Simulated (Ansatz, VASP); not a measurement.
# One calculation of Mn, two programs

```
Mn
1.0
     2.46433    0.00000    0.00000
    -1.23216    2.13417    0.00000
     0.00000    0.00000    3.98759
Mn
2
Direct
  0.66667 0.33333 0.75000
  0.33333 0.66667 0.25000
```

Alike in both runs: functional PBE; dispersion D3(BJ); k mesh 21 × 21 × 10; occupations gaussian, width 0.1 eV; no spin polarisation.

Ansatz relaxed the structure, and its values are those at the end. VASP's run is a single point on that final structure, the one shown.

```csv
,VASP,Ansatz
version,VASP 6.6.1,Ansatz 0.2.0
potentials or method,"VASP PAW PBE potentials, release 64 (Mn_pv), cutoff 520 eV","scalar-relativistic, plane waves, PAW"
valence electrons in the cell,26,30
```

|  | VASP | Ansatz | Ansatz less VASP |
| --- | --- | --- | --- |
| gap on the k mesh at the Fermi level (eV) | none | none | - |
| pressure (GPa) | -0.1 | 0.0 | +0.12 |

A gap of «none» marks a metal or a gap that the smearing closes. VASP's potentials hold 26 valence electrons a cell and Ansatz's 30, so a difference there can come from the potentials and not from the codes.
